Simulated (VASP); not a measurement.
Crystal: PtSe2 (Sudovikovite).

```xyz
3
Lattice="3.6990 0.0000 0.0000 -1.8495 3.2034 0.0000 0.0000 0.0000 5.0280" Properties=species:S:1:pos:R:3 pbc="T T T"
Pt    0.0000    0.0000    0.0000
Se    1.8495    1.0678    3.7710
Se    0.0000    2.1356    1.2570
```

Program: VASP 6.6.1. Alike in all runs: task single point; no spin polarisation; cell as given; k mesh 8 × 8 × 5; cutoff (eV) 520; smearing fermi-dirac 0.05 eV. Hardware: 1 thread of Intel(R) Xeon(R) 6975P-C (Granite Rapids), with other jobs on the host.

Order these runs on this cell by their wall time, lowest first.
A. level r2SCAN; potentials or basis VASP PAW PBE potentials, release 64 (Pt, Se)
B. level LDA; potentials or basis VASP PAW LDA potentials, release 64 (Pt, Se)
C. level BLYP+D4; potentials or basis VASP PAW PBE potentials, release 64 (Pt, Se)

B (14 s), C (29 s), A (81 s).
